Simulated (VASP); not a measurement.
# TiAlBr (Pmmn) in VASP: single point with PBE

Aim: the single point of TiAlBr with PBE.

Everything below comes from runs of VASP 6.6.1. Logs are shortened: lines on timing, memory, paths and dates and some standing lists are left out, and cuts for length are marked.

### Step 1. The cell of the first run

Symmetry: Pmmn, No. 59, orthorhombic system. Conventional cell: a = 3.949 Å, b = 3.959 Å, c = 8.389 Å, α = 90.00°, β = 90.00°, γ = 90.00°. Within 2.6 Å of Al (site symmetry mm2) lie 4 Br at 1.98 to 2.26 Å. Within 2.6 Å of Br (site symmetry mm2) lie 4 Al at 1.98 to 2.26 Å. Ti (site symmetry mm2) has 4 Al at 2.76 to 3.68 Å and 5 Br at 3.02 to 3.45 Å within 3.7 Å.

### Step 2. Single point, PBE

The input, INCAR:

```
PREC = Accurate ; ENCUT = 520
EDIFF = 1E-7 ; ISMEAR = -1
SIGMA = 0.0393 ; LREAL = F
LASPH = T ; NELM = 60
ALGO = Normal ; ISIF = 2
LWAVE = F ; LCHARG = F
GGA = PE ; NBANDS = 31
```

The input, KPOINTS:

```
Automatic mesh
0
Gamma
  5 5 2
```

The input, POSCAR:

```
TiAlBr
1.0
    3.9594480000      0.0000000000      0.0000000000
    0.0000000000      3.9485100000      0.0000000000
    0.0000000000      0.0000000000      8.3892170000
Al Br Ti
2 2 2
Direct
    0.0000000000      0.5000000000      0.0700000000
    0.5000000000      0.0000000000      0.9300000000
    0.0000000000      0.0000000000      0.9400000000
    0.5000000000      0.5000000000      0.0600000000
    0.0000000000      0.0000000000      0.3000000000
    0.5000000000      0.5000000000      0.7000000000
```

Potentials or basis: VASP PAW PBE potentials, release 64 (Al, Br, Ti_sv).

Launch:

```
cat potpaw_PBE.64/Al/POTCAR potpaw_PBE.64/Br/POTCAR potpaw_PBE.64/Ti_sv/POTCAR > POTCAR
mpirun -np 1 vasp_std > vasp.out
```

OUTCAR:

```text
PREC = Accurate
   ENCUT = 520
   EDIFF = 1E-7
   ISMEAR = -1
   LREAL = F
   LASPH = T
   NELM = 60
   ISIF = 2
   GGA = PE

 ion  position               nearest neighbor table
   1  0.000  0.500  0.070-   4 1.98   4 1.98   3 2.26   3 2.26   5 2.76   5 2.76   2 3.03   2 3.03
                             2 3.03   2 3.03
   2  0.500  0.000  0.930-   3 1.98   3 1.98   4 2.26   4 2.26   6 2.76   6 2.76   1 3.03   1 3.03
                             1 3.03   1 3.03
   3  0.000  0.000  0.940-   2 1.98   2 1.98   1 2.26   1 2.26
   4  0.500  0.500  0.060-   1 1.98   1 1.98   2 2.26   2 2.26
   5  0.000  0.000  0.300-   1 2.76   1 2.76
   6  0.500  0.500  0.700-   2 2.76   2 2.76

  LATTYP: Found a simple orthorhombic cell.
 ALAT       =     3.9485100000
 B/A-ratio  =     1.0027701589
 C/A-ratio  =     2.1246538568

  Lattice vectors:

 A1 = (   0.0000000000,  -3.9485100000,   0.0000000000)
 A2 = (   3.9594480000,   0.0000000000,   0.0000000000)
 A3 = (   0.0000000000,   0.0000000000,   8.3892170000)

Analysis of symmetry for initial positions (statically):
=====================================================================
 Subroutine PRICEL returns:
 Original cell was already a primitive cell.

 Routine SETGRP: Setting up the symmetry group for a
 simple orthorhombic supercell.

 Subroutine GETGRP returns: Found  8 space group operations
 (whereof  4 operations were pure point group operations)
 out of a pool of  8 trial point group operations.

The static configuration has the point symmetry C_2v.
 The point group associated with its full space group is D_2h.

Analysis of symmetry for dynamics (positions and initial velocities):
=====================================================================
 Subroutine PRICEL returns:
 Original cell was already a primitive cell.

 Routine SETGRP: Setting up the symmetry group for a
 simple orthorhombic supercell.

 Subroutine GETGRP returns: Found  8 space group operations
 (whereof  4 operations were pure point group operations)
 out of a pool of  8 trial point group operations.

The dynamic configuration has the point symmetry C_2v.
 The point group associated with its full space group is D_2h.

 Subroutine INISYM returns: Found  8 space group operations
 (whereof  4 operations are pure point group operations),
 and found     1 'primitive' translations

----------------------------------------------------------------------------------------

                                     Primitive cell

  volume of cell :     131.1563

  direct lattice vectors                    reciprocal lattice vectors
     3.959448000  0.000000000  0.000000000     0.252560458  0.000000000  0.000000000
     0.000000000  3.948510000  0.000000000     0.000000000  0.253260091  0.000000000
     0.000000000  0.000000000  8.389217000     0.000000000  0.000000000  0.119200636

  length of vectors
     3.959448000  3.948510000  8.389217000     0.252560458  0.253260091  0.119200636

  position of ions in fractional coordinates (direct lattice)
     0.000000000  0.500000000  0.070000000
     0.500000000  0.000000000  0.930000000
     0.000000000  0.000000000  0.940000000
     0.500000000  0.500000000  0.060000000
     0.000000000  0.000000000  0.300000000
     0.500000000  0.500000000  0.700000000

  ion indices of the primitive-cell ions
   primitive index   ion index
                 1           1
                 2           2
                 3           3
                 4           4
                 5           5
                 6           6

----------------------------------------------------------------------------------------

 KPOINTS: Automatic mesh

Automatic generation of k-mesh.
 Grid dimensions read from file:
 generate k-points for:    5    5    2

 Generating k-lattice:

  Cartesian coordinates                     Fractional coordinates (reciprocal lattice)
     0.050512092  0.000000000  0.000000000     0.200000000  0.000000000  0.000000000
     0.000000000  0.050652018  0.000000000     0.000000000  0.200000000  0.000000000
     0.000000000  0.000000000  0.059600318     0.000000000  0.000000000  0.500000000

  Length of vectors
     0.050512092  0.050652018  0.059600318

  Shift w.r.t. Gamma in fractional coordinates (k-lattice)
     0.000000000  0.000000000  0.000000000

 Subroutine IBZKPT returns following result:
 ===========================================

 Found     18 irreducible k-points:

 Following reciprocal coordinates:
            Coordinates               Weight
  0.000000  0.000000  0.000000      1.000000
  0.200000  0.000000  0.000000      2.000000
  0.400000  0.000000  0.000000      2.000000
  0.000000  0.200000  0.000000      2.000000
  0.200000  0.200000  0.000000      4.000000
  0.400000  0.200000  0.000000      4.000000
[... 10 lines left out ...]
  0.200000  0.400000  0.500000      4.000000
  0.400000  0.400000  0.500000      4.000000
   k-points           NKPTS =     18   k-points in BZ     NKDIM =     18   number of bands    NBANDS=     31
   number of dos      NEDOS =    301   number of ions     NIONS =      6
   total plane-waves  NPLWV =  57600
   dimension x,y,z NGX =    30 NGY =   30 NGZ =   64
   dimension x,y,z NGXF=    60 NGYF=   60 NGZF=  128
   ions per type =               2   2   2
   NGX,Y,Z   is equivalent  to a cutoff of  12.60, 12.63, 12.68 a.u.
   NGXF,Y,Z  is equivalent  to a cutoff of  25.19, 25.26, 25.37 a.u.
 SYSTEM =  unknown system
   PREC   = accura    normal or accurate (medium, high low for compatibility)
   ISTART =      0    job   : 0-new  1-cont  2-samecut
   ICHARG =      2    charge: 1-file 2-atom 10-const
   ISPIN  =      1    spin polarized calculation?
   LNONCOLLINEAR =      F non collinear calculations
   LSORBIT =      F    spin-orbit coupling
   LASPH  =      T    aspherical Exc in radial PAW
   ENCUT  =  520.0 eV  38.22 Ry    6.18 a.u.   7.36  7.34 15.60*2*pi/ulx,y,z
   NELM   =     60;   NELMIN=  2; NELMDL= -5     # of ELM steps
   EDIFF  = 0.1E-06   stopping-criterion for ELM
   LREAL  =      F    real-space projection
   EDIFFG = 0.1E-05   stopping-criterion for IOM
   NSW    =      0    number of steps for IOM
   IBRION =     -1    ionic relax: 0-MD 1-quasi-New 2-CG
   NFREE  =      0    steps in history (QN), initial steepest desc. (CG)
   ISIF   =      2    stress and relaxation
   ISYM   =      2    0-nonsym 1-usesym 2-fastsym
   POTIM  = 0.5000    time-step for ionic-motion
   TEBEG  =    0.0;   TEEND  =   0.0 temperature during run
   PSTRESS=    0.0 pullay stress
   NELECT =      44.0000    total number of electrons
   NUPDOWN=      -1.0000    fix difference up-down
   EMIN   =  10.00;   EMAX   =-10.00  energy-range for DOS
   EFERMI =   0.00;   METHOD = LEGACY
   ISMEAR =    -1;   SIGMA  =   0.04  broadening in eV -4-tet -1-fermi 0-gaus
   EFERMI_NEDOS =   21; number of points for ismear=-14 and -15
   IALGO  =     38    algorithm
   IMIX   =      4    mixing-type and parameters
     AMIX     =   0.40;   BMIX     =  1.00
     AMIX_MAG =   1.60;   BMIX_MAG =  1.00
  volume/ion in A,a.u.               =      21.86       147.51
  Fermi-wavevector in a.u.,A,eV,Ry     =   1.137529  2.149619 17.605572  1.293973
  Thomas-Fermi vector in A             =   2.274234
   LORBIT       =      0    0 simple, 1 ext, 2 COOP (PROOUT), +10 PAW based schemes
   GGA     = PE    functional components
   LHFCALC =     F    Hartree Fock is set to
   AEXX    =    0.0000 exact exchange contribution
   IVDW    =     0    specifies the selected vdW correction
   LEPSILON=     F    determine dielectric tensor
   LRPA    =     F    only Hartree local field effects (RPA)
 non-spin polarized calculation
  energy-cutoff  :      520.00
  volume of cell :      131.16
 maximum number of plane-waves:      3563
 NGX is ok and might be reduce to    30
   NGX = 15   NGY = 15   NGZ = 31

 number of electron      43.9999987 magnetization

 Free energy of the ion-electron system (eV)
  ---------------------------------------------------
  ext. energy  EPLUGINS =         0.00000000
  ---------------------------------------------------
  free energy    TOTEN  =        -7.84571096 eV

  energy without entropy =       -7.78257956  energy(sigma->0) =       -7.81414526

 E-fermi :   6.3475     XC(G=0):  -9.4431

 val. band max:        6.3181752765   @ k =   0.2000   0.4000   0.5000
 cond. band min:       6.3543869875   @ k =   0.4000   0.4000   0.0000
 fundamental gap:      0.0362117110
 Fermi energy:         6.3475037900

 k-point     1 :       0.0000    0.0000    0.0000
  band No.  band energies     occupation
      1     -51.2682      2.00000
      2     -51.2680      2.00000
      3     -27.5627      2.00000
      4     -27.5618      2.00000
      5     -27.5296      2.00000
      6     -27.5252      2.00000
[... 23 lines left out ...]
     30       7.6823      0.00000
     31       8.0429      0.00000

 k-point     2 :       0.2000    0.0000    0.0000
  band No.  band energies     occupation
      1     -51.2680      2.00000
      2     -51.2679      2.00000
      3     -27.5668      2.00000
      4     -27.5660      2.00000
      5     -27.5288      2.00000
      6     -27.5252      2.00000
[... 23 lines left out ...]
     30       7.3478      0.00000
     31       8.5439      0.00000

 k-point     3 :       0.4000    0.0000    0.0000
  band No.  band energies     occupation
      1     -51.2677      2.00000
      2     -51.2676      2.00000
      3     -27.5731      2.00000
      4     -27.5729      2.00000
      5     -27.5270      2.00000
      6     -27.5256      2.00000
[... 23 lines left out ...]
     30       7.8533      0.00000
     31       8.6611      0.00000

 k-point     4 :       0.0000    0.2000    0.0000
  band No.  band energies     occupation
      1     -51.2680      2.00000
      2     -51.2678      2.00000
      3     -27.5623      2.00000
      4     -27.5616      2.00000
      5     -27.5286      2.00000
      6     -27.5251      2.00000
[... 23 lines left out ...]
     30       7.2409      0.00000
     31       8.2655      0.00000

 k-point     5 :       0.2000    0.2000    0.0000
  band No.  band energies     occupation
      1     -51.2678      2.00000
      2     -51.2677      2.00000
      3     -27.5663      2.00000
      4     -27.5657      2.00000
      5     -27.5279      2.00000
      6     -27.5251      2.00000
[... 23 lines left out ...]
     30       7.3785      0.00000
     31       8.9769      0.00000
[... 338 lines left out ...]
     30       7.7984      0.00000
     31       8.0520      0.00000

 k-point    16 :       0.0000    0.4000    0.5000
  band No.  band energies     occupation
      1     -51.2676      2.00000
      2     -51.2675      2.00000
      3     -27.5615      2.00000
      4     -27.5613      2.00000
      5     -27.5264      2.00000
      6     -27.5257      2.00000
[... 23 lines left out ...]
     30       7.7582      0.00000
     31       8.0102      0.00000

 k-point    17 :       0.2000    0.4000    0.5000
  band No.  band energies     occupation
      1     -51.2674      2.00000
      2     -51.2674      2.00000
      3     -27.5655      2.00000
      4     -27.5653      2.00000
      5     -27.5259      2.00000
      6     -27.5253      2.00000
[... 23 lines left out ...]
     30       7.7870      0.00000
     31       8.2911      0.00000

 k-point    18 :       0.4000    0.4000    0.5000
  band No.  band energies     occupation
      1     -51.2671      2.00000
      2     -51.2671      2.00000
      3     -27.5719      2.00000
      4     -27.5719      2.00000
      5     -27.5251      2.00000
      6     -27.5249      2.00000
[... 23 lines left out ...]
     30       8.2896      0.00000
     31       8.9520      0.00000

------------------------ aborting loop because EDIFF is reached ----------------------------------------

  FORCE on cell =-STRESS in cart. coord.  units (eV):
  Direction    XX          YY          ZZ          XY          YZ          ZX
  --------------------------------------------------------------------------------------
  -------------------------------------------------------------------------------------
  Total       73.2214575     23.9802157      3.6883911      0.0000000      0.0000000      0.0000000
  in kB      894.4573505    292.9370837     45.0565812      0.0000000      0.0000000      0.0000000
  external PRESSURE =     410.8170051 kB  Pullay stress =       0.0000000 kB

 VOLUME and BASIS-vectors are now :
 -----------------------------------------------------------------------------
  energy-cutoff  :      520.00
  volume of cell :      131.16
      direct lattice vectors                 reciprocal lattice vectors
     3.959448000  0.000000000  0.000000000     0.252560458  0.000000000  0.000000000
     0.000000000  3.948510000  0.000000000     0.000000000  0.253260091  0.000000000
     0.000000000  0.000000000  8.389217000     0.000000000  0.000000000  0.119200636

 POSITION                                       TOTAL-FORCE (eV/Angst)
 -----------------------------------------------------------------------------------
      0.00000      1.97426      0.58725         0.000000      0.000000      4.570597
      1.97972      0.00000      7.80197         0.000000      0.000000     -4.570597
      0.00000      0.00000      7.88586         0.000000      0.000000     -1.911084
      1.97972      1.97426      0.50335         0.000000      0.000000      1.911084
      0.00000      0.00000      2.51677         0.000000      0.000000      0.778061
      1.97972      1.97426      5.87245         0.000000      0.000000     -0.778061
 -----------------------------------------------------------------------------------
    total drift:                                0.000000      0.000000      0.000000

  FREE ENERGIE OF THE ION-ELECTRON SYSTEM (eV)
  ---------------------------------------------------
  free  energy   TOTEN  =        -7.8457109605 eV

  energy  without entropy=       -7.7825795649  energy(sigma->0) =       -7.81414526
```

It took 2.8 min on 1 thread of Intel Xeon 8259CL, shared host; peak memory 0.26 GiB.

Results:

```yaml
Free_energy: -7.8457 eV
Pressure: 41.1 GPa
Largest_force: 4.571 eV/Å
Band_gap_on_the_k_mesh: zero (bands 22 and 23 overlap by 0.37 eV)
```

Forces on the atoms (eV/Å):
```
Al   0.000  0.000  4.571
Al   0.000  0.000 -4.571
Br   0.000  0.000 -1.911
Br   0.000  0.000  1.911
Ti   0.000  0.000  0.778
Ti   0.000  0.000 -0.778
```

Caveat: the k points lie up to 0.37 Å⁻¹ apart; forces of over 1 eV/Å act on the atoms, so gaps and moduli don't describe the material at rest.
